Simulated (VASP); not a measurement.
Crystal: InGaP2.

```
Ga P In
1.0
     3.99727    0.00000    0.00000
     0.00000    3.99727    0.00000
     0.00000    0.00000    5.65300
Ga P In
1 2 1
Direct
  0.00000 0.00000 0.00000
  0.50000 0.00000 0.25000
  0.00000 0.50000 0.75000
  0.50000 0.50000 0.50000
```

- Program: VASP 6.6.1
- Task: relaxation of the atoms
- Functional: PBEsol
- Potentials or basis: VASP PAW PBE potentials, release 64 (Ga_d, P, In_d)
- Cutoff: 520 eV
- k mesh: 8 × 8 × 6
- Occupations: gaussian, width 0.01 eV
- Spin: no spin polarisation

At the start: pressure 1.2 GPa; volume 22.58 Å³/atom.

**Question.** Where does the relaxation end?

**Answer.** Over 3 steps the energy falls by 47.2 meV/atom; space group P-4m2 (No. 115, to 0.05 Å).

The path:
```csv
step,energy change (eV),largest force (eV/Å),pressure (GPa)
1,0.0000,1.5736,1.23
2,-0.1632,0.5768,0.43
3,-0.1887,0.0047,0.18
```

Final structure:
```yaml
crystal:
  lattice:
    - [3.99727, 0.00000, 0.00000]
    - [0.00000, 3.99727, 0.00000]
    - [0.00000, 0.00000, 5.65300]
  atoms:
    - { symbol: Ga, position: [0.00000, 0.00000, 0.00000] }
    - { symbol: P, position: [0.50000, 0.00000, 0.22880] }
    - { symbol: P, position: [0.00000, 0.50000, 0.77120] }
    - { symbol: In, position: [0.50000, 0.50000, 0.50000] }
```

Caveat: the PAW data sets were made with another functional, which shifts forces and pressure a little; spin-orbit coupling is left out, which moves the levels of the heavy elements.
